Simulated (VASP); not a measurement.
# MgSiN (P4/mmm) in VASP: a series of runs

Runs on MgSiN. Level: PBE. Tasks: single point, relaxation of cell and atoms.

All numbers are computed with VASP 6.6.1; they aren't measurements. Logs are shortened: lines on timing, memory, paths and dates and some standing lists are left out, and cuts for length are marked.

### Step 1. The cell of the first run

The structure is tetragonal, space group P4/mmm (No. 123). Conventional cell: a = 3.067 Å, b = 3.067 Å, c = 3.825 Å, α = 90.00°, β = 90.00°, γ = 90.00°. Within 2.9 Å of Mg (site symmetry 4/mmm) lie 4 N at 2.17 Å and 8 Si at 2.89 Å. Within 2.5 Å of Si (site symmetry 4/mmm) lie 2 N at 1.91 Å. N (site symmetry 4/mmm) has 2 Si at 1.91 Å and 4 Mg at 2.17 Å within 2.5 Å.

The cell was generated, and may not be a known phase.

### Step 2. Single point, PBE

Contents of INCAR:

```
SYSTEM = MgSiN
PREC = Accurate ; ENCUT = 520
EDIFF = 1E-7 ; ISMEAR = 0
SIGMA = 0.1 ; LREAL = .False.
LASPH = .True. ; NELM = 80
ALGO = Normal ; ISIF = 2
LWAVE = .False. ; LCHARG = .False.
GGA = PE ; NBANDS = 12
```

Contents of KPOINTS:

```
Automatic mesh
0
Gamma
  16 16 12
  0 0 0
```

Contents of POSCAR:

```
MgSiN
1.0
    3.0668829021      0.0000000000      0.0000000000
    0.0000000000      3.0670487580      0.0000000000
    0.0000000000      0.0000000000      3.8247904383
Mg Si N
1 1 1
Direct
    0.0000000000      0.0000000000      0.0000000000
    0.5000000000      0.5000000000      0.5000000000
    0.5000000000      0.5000000000      0.0000000000
```

Potentials or basis: VASP PAW PBE potentials, release 64 (Mg, Si, N).

On the command line:

```console
> cat potpaw_PBE.64/Mg/POTCAR potpaw_PBE.64/Si/POTCAR potpaw_PBE.64/N/POTCAR > POTCAR
> mpirun -np 1 vasp_std > vasp.out
```

OUTCAR:

```text
SYSTEM = MgSiN
   PREC = Accurate
   ENCUT = 520
   EDIFF = 1E-7
   ISMEAR = 0
   LREAL = .False.
   LASPH = .True.
   NELM = 80
   ISIF = 2
   GGA = PE

 ion  position               nearest neighbor table
   1  0.000  0.000  0.000-   3 2.17   3 2.17   3 2.17   3 2.17   2 2.89   2 2.89   2 2.89   2 2.89
                             2 2.89   2 2.89   2 2.89   2 2.89
   2  0.500  0.500  0.500-   3 1.91   3 1.91   1 2.89   1 2.89   1 2.89   1 2.89   1 2.89   1 2.89
                             1 2.89   1 2.89
   3  0.500  0.500  0.000-   2 1.91   2 1.91   1 2.17   1 2.17   1 2.17   1 2.17

  LATTYP: Found a simple orthorhombic cell.
 ALAT       =     3.0668829021
 B/A-ratio  =     1.0000540796
 C/A-ratio  =     1.2471263365

  Lattice vectors:

 A1 = (   3.0668829021,   0.0000000000,   0.0000000000)
 A2 = (   0.0000000000,   3.0670487580,   0.0000000000)
 A3 = (   0.0000000000,   0.0000000000,   3.8247904383)

Analysis of symmetry for initial positions (statically):
=====================================================================
 Subroutine PRICEL returns:
 Original cell was already a primitive cell.

 Routine SETGRP: Setting up the symmetry group for a
 simple orthorhombic supercell.

 Subroutine GETGRP returns: Found  8 space group operations
 (whereof  8 operations were pure point group operations)
 out of a pool of  8 trial point group operations.

The static configuration has the point symmetry D_2h.

Analysis of symmetry for dynamics (positions and initial velocities):
=====================================================================
 Subroutine PRICEL returns:
 Original cell was already a primitive cell.

 Routine SETGRP: Setting up the symmetry group for a
 simple orthorhombic supercell.

 Subroutine GETGRP returns: Found  8 space group operations
 (whereof  8 operations were pure point group operations)
 out of a pool of  8 trial point group operations.

The dynamic configuration has the point symmetry D_2h.

 Subroutine INISYM returns: Found  8 space group operations
 (whereof  8 operations are pure point group operations),
 and found     1 'primitive' translations

----------------------------------------------------------------------------------------

                                     Primitive cell

  volume of cell :      35.9770

  direct lattice vectors                    reciprocal lattice vectors
     3.066882902  0.000000000  0.000000000     0.326063965  0.000000000  0.000000000
     0.000000000  3.067048758  0.000000000     0.000000000  0.326046333  0.000000000
     0.000000000  0.000000000  3.824790438     0.000000000  0.000000000  0.261452233

  length of vectors
     3.066882902  3.067048758  3.824790438     0.326063965  0.326046333  0.261452233

  position of ions in fractional coordinates (direct lattice)
     0.000000000  0.000000000  0.000000000
     0.500000000  0.500000000  0.500000000
     0.500000000  0.500000000  0.000000000

  ion indices of the primitive-cell ions
   primitive index   ion index
                 1           1
                 2           2
                 3           3

----------------------------------------------------------------------------------------

 KPOINTS: Automatic mesh

Automatic generation of k-mesh.
 Grid dimensions read from file:
 generate k-points for:   16   16   12

 Generating k-lattice:

  Cartesian coordinates                     Fractional coordinates (reciprocal lattice)
     0.020378998  0.000000000  0.000000000     0.062500000  0.000000000  0.000000000
     0.000000000  0.020377896  0.000000000     0.000000000  0.062500000  0.000000000
     0.000000000  0.000000000  0.021787686     0.000000000  0.000000000  0.083333333

  Length of vectors
     0.020378998  0.020377896  0.021787686

  Shift w.r.t. Gamma in fractional coordinates (k-lattice)
     0.000000000  0.000000000  0.000000000

 Subroutine IBZKPT returns following result:
 ===========================================

 Found    567 irreducible k-points:

 Following reciprocal coordinates:
            Coordinates               Weight
  0.000000  0.000000  0.000000      1.000000
  0.062500  0.000000  0.000000      2.000000
  0.125000  0.000000  0.000000      2.000000
  0.187500  0.000000  0.000000      2.000000
  0.250000  0.000000  0.000000      2.000000
  0.312500  0.000000  0.000000      2.000000
[... 16 lines left out ...]
  0.250000  0.125000  0.000000      4.000000
  0.312500  0.125000  0.000000      4.000000
 [... further k-points ...]
   k-points           NKPTS =    567   k-points in BZ     NKDIM =    567   number of bands    NBANDS=     12
   number of dos      NEDOS =    301   number of ions     NIONS =      3
   total plane-waves  NPLWV =  16128
   dimension x,y,z NGX =    24 NGY =   24 NGZ =   28
   dimension x,y,z NGXF=    48 NGYF=   48 NGZF=   56
   ions per type =               1   1   1
   NGX,Y,Z   is equivalent  to a cutoff of  13.01, 13.01, 12.17 a.u.
   NGXF,Y,Z  is equivalent  to a cutoff of  26.02, 26.02, 24.34 a.u.
 SYSTEM =  MgSiN
   PREC   = accura    normal or accurate (medium, high low for compatibility)
   ISTART =      0    job   : 0-new  1-cont  2-samecut
   ICHARG =      2    charge: 1-file 2-atom 10-const
   ISPIN  =      1    spin polarized calculation?
   LNONCOLLINEAR =      F non collinear calculations
   LSORBIT =      F    spin-orbit coupling
   LASPH  =      T    aspherical Exc in radial PAW
   ENCUT  =  520.0 eV  38.22 Ry    6.18 a.u.   5.70  5.70  7.11*2*pi/ulx,y,z
   NELM   =     80;   NELMIN=  2; NELMDL= -5     # of ELM steps
   EDIFF  = 0.1E-06   stopping-criterion for ELM
   LREAL  =      F    real-space projection
   EDIFFG = 0.1E-05   stopping-criterion for IOM
   NSW    =      0    number of steps for IOM
   IBRION =     -1    ionic relax: 0-MD 1-quasi-New 2-CG
   NFREE  =      0    steps in history (QN), initial steepest desc. (CG)
   ISIF   =      2    stress and relaxation
   ISYM   =      2    0-nonsym 1-usesym 2-fastsym
   POTIM  = 0.5000    time-step for ionic-motion
   TEBEG  =    0.0;   TEEND  =   0.0 temperature during run
   PSTRESS=    0.0 pullay stress
   NELECT =      11.0000    total number of electrons
   NUPDOWN=      -1.0000    fix difference up-down
   EMIN   =  10.00;   EMAX   =-10.00  energy-range for DOS
   EFERMI =   0.00;   METHOD = LEGACY
   ISMEAR =     0;   SIGMA  =   0.10  broadening in eV -4-tet -1-fermi 0-gaus
   EFERMI_NEDOS =   21; number of points for ismear=-14 and -15
   IALGO  =     38    algorithm
   IMIX   =      4    mixing-type and parameters
     AMIX     =   0.40;   BMIX     =  1.00
     AMIX_MAG =   1.60;   BMIX_MAG =  1.00
  volume/ion in A,a.u.               =      11.99        80.93
  Fermi-wavevector in a.u.,A,eV,Ry     =   1.102886  2.084152 16.549543  1.216357
  Thomas-Fermi vector in A             =   2.239336
   LORBIT       =      0    0 simple, 1 ext, 2 COOP (PROOUT), +10 PAW based schemes
   GGA     = PE    functional components
   LHFCALC =     F    Hartree Fock is set to
   AEXX    =    0.0000 exact exchange contribution
   IVDW    =     0    specifies the selected vdW correction
   LEPSILON=     F    determine dielectric tensor
   LRPA    =     F    only Hartree local field effects (RPA)
 non-spin polarized calculation
 Gauss-broadening in eV      SIGMA  =   0.10
  energy-cutoff  :      520.00
  volume of cell :       35.98
 maximum number of plane-waves:       986
 NGX is ok and might be reduce to    24
   NGX = 11   NGY = 11   NGZ = 15

 number of electron      11.0000002 magnetization

 Free energy of the ion-electron system (eV)
  ---------------------------------------------------
  ext. energy  EPLUGINS =         0.00000000
  ---------------------------------------------------
  free energy    TOTEN  =       -16.03928442 eV

  energy without entropy =      -16.03472520  energy(sigma->0) =      -16.03700481

 E-fermi :   7.2630     XC(G=0): -10.8149

 val. band max:        7.2600954397   @ k =   0.2500   0.1875   0.4167
 cond. band min:       7.2651277214   @ k =   0.3750   0.4375   0.0833
 fundamental gap:      0.0050322817
 Fermi energy:         7.2630379628

 k-point     1 :       0.0000    0.0000    0.0000
  band No.  band energies     occupation
      1      -9.5767      2.00000
      2       0.1155      2.00000
      3       0.5330      2.00000
      4       4.3186      2.00000
      5       4.3194      2.00000
      6      11.5471      0.00000
      7      11.6114      0.00000
      8      12.9123      0.00000
      9      12.9135      0.00000
     10      14.1137      0.00000
     11      18.3372      0.00000
     12      18.3385      0.00000

 k-point     2 :       0.0625    0.0000    0.0000
  band No.  band energies     occupation
      1      -9.5462      2.00000
      2       0.1390      2.00000
      3       0.5519      2.00000
      4       4.1285      2.00000
      5       4.3297      2.00000
      6      11.3099      0.00000
      7      11.6649      0.00000
      8      12.9418      0.00000
      9      13.2312      0.00000
     10      13.9821      0.00000
     11      18.1826      0.00000
     12      18.3894      0.00000

 k-point     3 :       0.1250    0.0000    0.0000
  band No.  band energies     occupation
      1      -9.4570      2.00000
      2       0.2070      2.00000
      3       0.5934      2.00000
      4       3.6573      2.00000
      5       4.3614      2.00000
      6      10.6865      0.00000
      7      11.8422      0.00000
      8      13.0302      0.00000
      9      13.6007      0.00000
     10      14.0699      0.00000
     11      17.8828      0.00000
     12      18.5446      0.00000

 k-point     4 :       0.1875    0.0000    0.0000
  band No.  band energies     occupation
      1      -9.3176      2.00000
      2       0.3125      2.00000
      3       0.6015      2.00000
      4       3.1278      2.00000
      5       4.4095      2.00000
      6       9.8623      0.00000
      7      12.1189      0.00000
      8      13.0310      0.00000
      9      13.1778      0.00000
     10      15.2385      0.00000
     11      17.6513      0.00000
     12      18.7977      0.00000

 k-point     5 :       0.2500    0.0000    0.0000
  band No.  band energies     occupation
      1      -9.1425      2.00000
      2       0.4429      2.00000
      3       0.4738      2.00000
      4       2.7771      2.00000
      5       4.4675      2.00000
      6       8.9711      0.00000
      7      12.3819      0.00000
      8      12.4842      0.00000
      9      13.3846      0.00000
     10      16.5468      0.00000
     11      17.5385      0.00000
     12      18.5330      0.00000
[... 228 lines left out ...]
      1      -9.3409      2.00000
      2       0.2979      2.00000
      3       0.6579      2.00000
      4       3.5638      2.00000
      5       3.8928      2.00000
      6      10.6707      0.00000
      7      11.0786      0.00000
      8      13.3591      0.00000
      9      13.7895      0.00000
     10      14.6944      0.00000
     11      16.7531      0.00000
     12      18.7737      0.00000

 k-point    22 :       0.1875    0.1250    0.0000
  band No.  band energies     occupation
      1      -9.2059      2.00000
      2       0.4027      2.00000
      3       0.6777      2.00000
      4       3.1159      2.00000
      5       3.9069      2.00000
      6       9.9913      0.00000
      7      11.0736      0.00000
      8      12.9888      0.00000
      9      14.2364      0.00000
     10      15.6425      0.00000
     11      16.3144      0.00000
     12      17.6536      0.00000

 k-point    23 :       0.2500    0.1250    0.0000
  band No.  band energies     occupation
      1      -9.0367      2.00000
      2       0.5321      2.00000
      3       0.5756      2.00000
      4       2.7521      2.00000
      5       4.0184      2.00000
      6       9.1019      0.00000
      7      11.2878      0.00000
      8      12.4669      0.00000
      9      14.6149      0.00000
     10      16.1433      0.00000
     11      16.3452      0.00000
     12      17.1121      0.00000

 k-point    24 :       0.3125    0.1250    0.0000
  band No.  band energies     occupation
      1      -8.8548      2.00000
      2       0.2971      2.00000
      3       0.6689      2.00000
      4       2.6632      2.00000
      5       4.1571      2.00000
      6       8.2318      0.00000
      7      11.5857      0.00000
      8      11.9110      0.00000
      9      14.9619      0.00000
     10      15.4963      0.00000
     11      16.1624      0.00000
     12      18.2549      0.00000

 [... further k-points ...]

------------------------ aborting loop because EDIFF is reached ----------------------------------------

  FORCE on cell =-STRESS in cart. coord.  units (eV):
  Direction    XX          YY          ZZ          XY          YZ          ZX
  --------------------------------------------------------------------------------------
  -------------------------------------------------------------------------------------
  Total       -0.0894393     -0.0913552     -0.0179404      0.0000000      0.0000000      0.0000000
  in kB       -3.9830276     -4.0683496     -0.7989435      0.0000000      0.0000000      0.0000000
  external PRESSURE =      -2.9501069 kB  Pullay stress =       0.0000000 kB

 VOLUME and BASIS-vectors are now :
 -----------------------------------------------------------------------------
  energy-cutoff  :      520.00
  volume of cell :       35.98
      direct lattice vectors                 reciprocal lattice vectors
     3.066882902  0.000000000  0.000000000     0.326063965  0.000000000  0.000000000
     0.000000000  3.067048758  0.000000000     0.000000000  0.326046333  0.000000000
     0.000000000  0.000000000  3.824790438     0.000000000  0.000000000  0.261452233

 POSITION                                       TOTAL-FORCE (eV/Angst)
 -----------------------------------------------------------------------------------
      0.00000      0.00000      0.00000         0.000000      0.000000      0.000000
      1.53344      1.53352      1.91240         0.000000      0.000000      0.000000
      1.53344      1.53352      0.00000         0.000000      0.000000      0.000000
 -----------------------------------------------------------------------------------
    total drift:                                0.000000     -0.000000     -0.000000

  FREE ENERGIE OF THE ION-ELECTRON SYSTEM (eV)
  ---------------------------------------------------
  free  energy   TOTEN  =       -16.0392844178 eV

  energy  without entropy=      -16.0347251985  energy(sigma->0) =      -16.03700481
```

Run time: 2.8 min. Hardware: 1 thread of Intel Xeon Platinum 8375C at 2.90GHz (Ice Lake), shared host; peak memory 0.38 GiB.

What came out:

```
Free energy            : -16.0393 eV
Pressure               : -0.3 GPa
Band gap on the k mesh : zero (an odd number of electrons rules out a gap without spin polarisation)
```

Stress tensor (GPa, compression positive):
```
-0.40  0.00  0.00
 0.00 -0.41  0.00
 0.00  0.00 -0.08
```

Caveat: an odd number of electrons without spin polarisation forces a metal; a magnetic or distorted state may lie lower.

### Step 3. Relaxation of cell and atoms, PBE

Contents of INCAR:

```
SYSTEM = MgSiN
PREC = Accurate ; ENCUT = 600
EDIFF = 1E-6 ; ISMEAR = 0
SIGMA = 0.1 ; LREAL = .FALSE.
LASPH = .TRUE. ; NELM = 60
ALGO = Normal ; ISIF = 3
LWAVE = .FALSE. ; LCHARG = .FALSE.
GGA = PE ; IBRION = 2
NSW = 100 ; EDIFFG = -0.01
```

Contents of KPOINTS:

```
regular mesh
0
G
  16 16 12
  0 0 0
```

Contents of POSCAR:

```
MgSiN
1.0
    3.0674121227      0.0000000000      0.0000000000
    0.0000000000      3.0675174015      0.0000000000
    0.0000000000      0.0000000000      3.8220531707
Mg Si N
1 1 1
Direct
    0.0000000000      0.0000000000      0.0000000000
    0.5000000000      0.5000000000      0.5000000000
    0.5000000000      0.5000000000      0.0000000000
```

Potentials or basis: VASP PAW PBE potentials, release 64 (Mg, Si, N).

On the command line:

```console
> cat potpaw_PBE.64/Mg/POTCAR potpaw_PBE.64/Si/POTCAR potpaw_PBE.64/N/POTCAR > POTCAR
> mpirun -np 1 vasp_std > vasp.out
```

Run time: 3.8 min. Hardware: 1 thread of Intel Xeon Platinum 8375C at 2.90GHz (Ice Lake), shared host; peak memory 0.44 GiB.

It converged, with:

- Free energy: -16.0413 eV
- Relaxed volume: 11.95 Å³/atom
- Relaxed cell: a = 3.062 Å, b = 3.062 Å, c = 3.825 Å, α = 90.00°, β = 90.00°, γ = 90.00°
- Space group after relaxing (to 0.1 Å): P4/mmm (No. 123)
- Energy gained by relaxing: 0.1 meV/atom
- Ionic steps: 4
- Pressure after relaxing: 0.0 GPa
- Band gap on the k mesh: zero (an odd number of electrons rules out a gap without spin polarisation)

The path:
```csv
step,energy change (eV),largest force (eV/Å),pressure (GPa),volume (Å³)
1,0.0000,0.0000,-0.31,35.96
2,-0.0002,0.0000,0.07,35.84
3,-0.0002,0.0000,0.07,35.84
4,-0.0002,0.0000,0.01,35.86
```

Final structure:
```yaml
crystal:
  lattice:
    - [3.06153, 0.00000, 0.00000]
    - [0.00000, 3.06154, 0.00000]
    - [0.00000, 0.00000, 3.82548]
  atoms:
    - { symbol: Mg, position: [0.00000, 0.00000, 0.00000] }
    - { symbol: Si, position: [0.50000, 0.50000, 0.50000] }
    - { symbol: N, position: [0.50000, 0.50000, 0.00000] }
```

Levels at points of the mesh, in eV from the Fermi level:
```
           k point  band 3  band 4  band 5  band 6  band 7  band 8
(0.00, 0.00, 0.00)   -6.75   -2.93   -2.93    4.30    4.40    5.67
(0.50, 0.00, 0.00)   -6.44   -4.04   -2.63   -0.69    3.55    6.75
(0.00, 0.50, 0.00)   -6.44   -4.04   -2.63   -0.69    3.55    6.75
(0.50, 0.50, 0.00)   -6.37   -5.79   -1.04   -0.13    1.05    1.05
(0.00, 0.00, 0.50)   -2.52   -2.52   -0.86    2.38    3.44    3.44
(0.50, 0.00, 0.50)   -6.28   -4.71   -2.35    1.03    5.26    5.69
(0.00, 0.50, 0.50)   -6.28   -4.71   -2.35    1.03    5.26    5.69
(0.50, 0.50, 0.50)   -5.26   -5.26   -2.52   -2.52    1.19    3.93
```

Caveat: an odd number of electrons without spin polarisation forces a metal; a magnetic or distorted state may lie lower.
